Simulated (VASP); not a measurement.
# Ge (Imma) in VASP: single point with LDA

Aim: the single point of Ge with LDA.

Program: VASP 6.6.1. These are calculated values, not measurements. Logs are shortened: lines on timing, memory, paths and dates and some standing lists are left out, and cuts for length are marked.

## Step 1: The cell of the first run

The structure is orthorhombic, space group Imma (No. 74). Conventional cell: a = 4.992 Å, b = 5.302 Å, c = 2.874 Å, α = 90.00°, β = 90.00°, γ = 90.00°. Ge (site symmetry mm2) has 8 Ge at 2.68 to 3.08 Å within 3.5 Å.

## Step 2: Single point, LDA

The input, INCAR:

```
PREC = Accurate ; ENCUT = 520
EDIFF = 1E-6 ; ISMEAR = 1
SIGMA = 0.1 ; LREAL = False
LASPH = True ; NELM = 60
ALGO = Normal ; ISIF = 2
LWAVE = False ; LCHARG = False
GGA = CA ; NBANDS = 21
```

The input, KPOINTS:

```
regular mesh
0
Gamma
  13 13 13
```

The input, POSCAR:

```
Ge
1.0
   -2.4958980000      2.6508630000      1.4369470000
    2.4958980000     -2.6508630000      1.4369470000
    2.4958980000      2.6508630000     -1.4369470000
Ge
2
Direct
    0.1859430000      0.9359430000      0.2500000000
    0.8140570000      0.0640570000      0.7500000000
```

Potentials or basis: VASP PAW LDA potentials, release 64 (Ge_d).

Command:

```sh
cat potpaw_LDA.64/Ge_d/POTCAR > POTCAR
mpirun -np 1 vasp_std > vasp.out
```

OUTCAR:

```text
PREC = Accurate
   ENCUT = 520
   EDIFF = 1E-6
   ISMEAR = 1
   LREAL = False
   LASPH = True
   NELM = 60
   ISIF = 2
   GGA = CA

 ion  position               nearest neighbor table
   1  0.186  0.936  0.250-   2 2.68   2 2.68   2 2.72   2 2.72
   2  0.814  0.064  0.750-   1 2.68   1 2.68   1 2.72   1 2.72

  LATTYP: Found a body centered orthorhombic cell.
 ALAT       =     2.8738940000
 B/A-ratio  =     1.7369450648
 C/A-ratio  =     1.8447882907

  Lattice vectors:

 A1 = (   2.4958980000,  -2.6508630000,   1.4369470000)
 A2 = (  -2.4958980000,  -2.6508630000,  -1.4369470000)
 A3 = (   2.4958980000,   2.6508630000,  -1.4369470000)

Analysis of symmetry for initial positions (statically):
=====================================================================
 Subroutine PRICEL returns:
 Original cell was already a primitive cell.

 Routine SETGRP: Setting up the symmetry group for a
 body centered orthorhombic supercell.

 Subroutine GETGRP returns: Found  8 space group operations
 (whereof  4 operations were pure point group operations)
 out of a pool of  8 trial point group operations.

The static configuration has the point symmetry C_2h.
 The point group associated with its full space group is D_2h.

Analysis of symmetry for dynamics (positions and initial velocities):
=====================================================================
 Subroutine PRICEL returns:
 Original cell was already a primitive cell.

 Routine SETGRP: Setting up the symmetry group for a
 body centered orthorhombic supercell.

 Subroutine GETGRP returns: Found  8 space group operations
 (whereof  4 operations were pure point group operations)
 out of a pool of  8 trial point group operations.

The dynamic configuration has the point symmetry C_2h.
 The point group associated with its full space group is D_2h.

 Subroutine INISYM returns: Found  8 space group operations
 (whereof  4 operations are pure point group operations),
 and found     1 'primitive' translations

----------------------------------------------------------------------------------------

                                     Primitive cell

  volume of cell :      38.0290

  direct lattice vectors                    reciprocal lattice vectors
    -2.495898000  2.650863000  1.436947000     0.000000000  0.188617820  0.347959946
     2.495898000 -2.650863000  1.436947000     0.200328699  0.000000000  0.347959946
     2.495898000  2.650863000 -1.436947000     0.200328699  0.188617820  0.000000000

  length of vectors
     3.914255760  3.914255760  3.914255760     0.395793893  0.401506801  0.275151358

  position of ions in fractional coordinates (direct lattice)
     0.185943000  0.935943000  0.250000000
     0.814057000  0.064057000  0.750000000

  ion indices of the primitive-cell ions
   primitive index   ion index
                 1           1
                 2           2

----------------------------------------------------------------------------------------

 KPOINTS: regular mesh

Automatic generation of k-mesh.
 Grid dimensions read from file:
 generate k-points for:   13   13   13

 Generating k-lattice:

  Cartesian coordinates                     Fractional coordinates (reciprocal lattice)
     0.000000000  0.014509063  0.026766150     0.076923077  0.000000000  0.000000000
     0.015409900  0.000000000  0.026766150     0.000000000  0.076923077  0.000000000
     0.015409900  0.014509063  0.000000000     0.000000000  0.000000000  0.076923077

  Length of vectors
     0.030445684  0.030885139  0.021165489

  Shift w.r.t. Gamma in fractional coordinates (k-lattice)
     0.000000000  0.000000000  0.000000000

 Subroutine IBZKPT returns following result:
 ===========================================

 Found    343 irreducible k-points:

 Following reciprocal coordinates:
            Coordinates               Weight
  0.000000  0.000000  0.000000      1.000000
  0.076923  0.000000  0.000000      4.000000
  0.153846  0.000000 -0.000000      4.000000
  0.230769 -0.000000  0.000000      4.000000
  0.307692  0.000000 -0.000000      4.000000
  0.384615  0.000000  0.000000      4.000000
[... 16 lines left out ...]
  0.153846  0.153846 -0.000000      8.000000
  0.230769  0.153846 -0.000000      8.000000
 [... further k-points ...]
   k-points           NKPTS =    343   k-points in BZ     NKDIM =    343   number of bands    NBANDS=     21
   number of dos      NEDOS =    301   number of ions     NIONS =      2
   total plane-waves  NPLWV =  27000
   dimension x,y,z NGX =    30 NGY =   30 NGZ =   30
   dimension x,y,z NGXF=    60 NGYF=   60 NGZF=   60
   ions per type =               2
   NGX,Y,Z   is equivalent  to a cutoff of  12.74, 12.74, 12.74 a.u.
   NGXF,Y,Z  is equivalent  to a cutoff of  25.48, 25.48, 25.48 a.u.
 SYSTEM =  unknown system
   PREC   = accura    normal or accurate (medium, high low for compatibility)
   ISTART =      0    job   : 0-new  1-cont  2-samecut
   ICHARG =      2    charge: 1-file 2-atom 10-const
   ISPIN  =      1    spin polarized calculation?
   LNONCOLLINEAR =      F non collinear calculations
   LSORBIT =      F    spin-orbit coupling
   LASPH  =      T    aspherical Exc in radial PAW
   ENCUT  =  520.0 eV  38.22 Ry    6.18 a.u.   7.28  7.28  7.28*2*pi/ulx,y,z
   NELM   =     60;   NELMIN=  2; NELMDL= -5     # of ELM steps
   EDIFF  = 0.1E-05   stopping-criterion for ELM
   LREAL  =      F    real-space projection
   EDIFFG = 0.1E-04   stopping-criterion for IOM
   NSW    =      0    number of steps for IOM
   IBRION =     -1    ionic relax: 0-MD 1-quasi-New 2-CG
   NFREE  =      0    steps in history (QN), initial steepest desc. (CG)
   ISIF   =      2    stress and relaxation
   ISYM   =      2    0-nonsym 1-usesym 2-fastsym
   POTIM  = 0.5000    time-step for ionic-motion
   TEBEG  =    0.0;   TEEND  =   0.0 temperature during run
   PSTRESS=    0.0 pullay stress
   NELECT =      28.0000    total number of electrons
   NUPDOWN=      -1.0000    fix difference up-down
   EMIN   =  10.00;   EMAX   =-10.00  energy-range for DOS
   EFERMI =   0.00;   METHOD = LEGACY
   ISMEAR =     1;   SIGMA  =   0.10  broadening in eV -4-tet -1-fermi 0-gaus
   EFERMI_NEDOS =   21; number of points for ismear=-14 and -15
   IALGO  =     38    algorithm
   IMIX   =      4    mixing-type and parameters
     AMIX     =   0.40;   BMIX     =  1.00
     AMIX_MAG =   1.60;   BMIX_MAG =  1.00
  volume/ion in A,a.u.               =      19.01       128.32
  Fermi-wavevector in a.u.,A,eV,Ry     =   1.478277  2.793539 29.732860  2.185304
  Thomas-Fermi vector in A             =   2.592578
   LORBIT       =      0    0 simple, 1 ext, 2 COOP (PROOUT), +10 PAW based schemes
   GGA     = CA    functional components
   LHFCALC =     F    Hartree Fock is set to
   AEXX    =    0.0000 exact exchange contribution
   IVDW    =     0    specifies the selected vdW correction
   LEPSILON=     F    determine dielectric tensor
   LRPA    =     F    only Hartree local field effects (RPA)
 non-spin polarized calculation
 Methfessel and Paxton  Order N= 1 SIGMA  =   0.10
  energy-cutoff  :      520.00
  volume of cell :       38.03
 maximum number of plane-waves:      1044
 NGX is ok and might be reduce to    30
   NGX = 15   NGY = 15   NGZ = 15

 number of electron      28.0000014 magnetization

 Free energy of the ion-electron system (eV)
  ---------------------------------------------------
  ext. energy  EPLUGINS =         0.00000000
  ---------------------------------------------------
  free energy    TOTEN  =        -9.98778552 eV

  energy without entropy =       -9.98811187  energy(sigma->0) =       -9.98789431

 E-fermi :   6.2144     XC(G=0): -11.4750

 val. band max:        6.1829146590   @ k =  -0.4615   0.3846   0.0000
 cond. band min:       6.2154737272   @ k =  -0.2308  -0.1538   0.0769
 fundamental gap:      0.0325590682
 Fermi energy:         6.2143688262

 k-point     1 :       0.0000    0.0000    0.0000
  band No.  band energies     occupation
      1     -18.5822      2.00000
      2     -18.5029      2.00000
      3     -18.5015      2.00000
      4     -18.5000      2.00000
      5     -18.4653      2.00000
      6     -18.4283      2.00000
[... 13 lines left out ...]
     20      17.0603      0.00000
     21      18.9521      0.00000

 k-point     2 :       0.0769    0.0000    0.0000
  band No.  band energies     occupation
      1     -18.5777      2.00000
      2     -18.4988      2.00000
      3     -18.4971      2.00000
      4     -18.4924      2.00000
      5     -18.4665      2.00000
      6     -18.4301      2.00000
[... 13 lines left out ...]
     20      17.4757      0.00000
     21      18.2092      0.00000

 k-point     3 :       0.1538    0.0000   -0.0000
  band No.  band energies     occupation
      1     -18.5652      2.00000
      2     -18.4890      2.00000
      3     -18.4841      2.00000
      4     -18.4713      2.00000
      5     -18.4695      2.00000
      6     -18.4339      2.00000
[... 13 lines left out ...]
     20      15.9976      0.00000
     21      18.3968      0.00000

 k-point     4 :       0.2308   -0.0000    0.0000
  band No.  band energies     occupation
      1     -18.5468      2.00000
      2     -18.4791      2.00000
      3     -18.4706      2.00000
      4     -18.4655      2.00000
      5     -18.4436      2.00000
      6     -18.4335      2.00000
[... 13 lines left out ...]
     20      14.7697      0.00000
     21      18.6051      0.00000

 k-point     5 :       0.3077    0.0000   -0.0000
  band No.  band energies     occupation
      1     -18.5257      2.00000
      2     -18.4780      2.00000
      3     -18.4591      2.00000
      4     -18.4562      2.00000
      5     -18.4237      2.00000
      6     -18.4208      2.00000
[... 13 lines left out ...]
     20      14.0896      0.00000
     21      19.3476      0.00000
[... 382 lines left out ...]
     20      15.9950      0.00000
     21      16.8531      0.00000

 k-point    22 :       0.0769    0.1538   -0.0000
  band No.  band energies     occupation
      1     -18.5625      2.00000
      2     -18.4846      2.00000
      3     -18.4832      2.00000
      4     -18.4677      2.00000
      5     -18.4476      2.00000
      6     -18.4275      2.00000
[... 13 lines left out ...]
     20      14.8164      0.00000
     21      16.5088      0.00000

 k-point    23 :       0.1538    0.1538   -0.0000
  band No.  band energies     occupation
      1     -18.5502      2.00000
      2     -18.4818      2.00000
      3     -18.4757      2.00000
      4     -18.4607      2.00000
      5     -18.4452      2.00000
      6     -18.4089      2.00000
[... 13 lines left out ...]
     20      14.1737      0.00000
     21      16.9269      0.00000

 k-point    24 :       0.2308    0.1538   -0.0000
  band No.  band energies     occupation
      1     -18.5368      2.00000
      2     -18.4801      2.00000
      3     -18.4697      2.00000
      4     -18.4609      2.00000
      5     -18.4394      2.00000
      6     -18.4131      2.00000
[... 13 lines left out ...]
     20      14.7516      0.00000
     21      17.8113      0.00000

 [... further k-points ...]

------------------------ aborting loop because EDIFF is reached ----------------------------------------

  FORCE on cell =-STRESS in cart. coord.  units (eV):
  Direction    XX          YY          ZZ          XY          YZ          ZX
  --------------------------------------------------------------------------------------
  -------------------------------------------------------------------------------------
  Total       -0.9508752     -1.2858191     -0.8466645      0.0000000      0.0000000      0.0000000
  in kB      -40.0607671    -54.1720907    -35.6703255      0.0000000      0.0000000      0.0000000
  external PRESSURE =     -43.3010611 kB  Pullay stress =       0.0000000 kB

 VOLUME and BASIS-vectors are now :
 -----------------------------------------------------------------------------
  energy-cutoff  :      520.00
  volume of cell :       38.03
      direct lattice vectors                 reciprocal lattice vectors
    -2.495898000  2.650863000  1.436947000     0.000000000  0.188617820  0.347959946
     2.495898000 -2.650863000  1.436947000     0.200328699  0.000000000  0.347959946
     2.495898000  2.650863000 -1.436947000     0.200328699  0.188617820  0.000000000

 POSITION                                       TOTAL-FORCE (eV/Angst)
 -----------------------------------------------------------------------------------
      2.49590     -1.32543      1.25285        -0.000000     -0.000000     -0.070666
      0.00000      3.97629      0.18409         0.000000      0.000000      0.070666
 -----------------------------------------------------------------------------------
    total drift:                                0.000000      0.000000     -0.000000

  FREE ENERGIE OF THE ION-ELECTRON SYSTEM (eV)
  ---------------------------------------------------
  free  energy   TOTEN  =        -9.9877855235 eV

  energy  without entropy=       -9.9881118729  energy(sigma->0) =       -9.98789431
```

Wall time 3.2 min (1 thread of AMD EPYC 7R43 (Zen 3), shared host); peak memory 0.28 GiB.

Results:

- Free energy: -9.9878 eV
- Pressure: -4.3 GPa
- Largest force: 0.071 eV/Å
- Band gap on the k mesh: zero (bands 14 and 15 overlap by 5.38 eV)

Forces on the atoms (eV/Å):
```
Ge   0.000  0.000 -0.071
Ge   0.000  0.000  0.071
```

Caveat: the cell stands under tension.
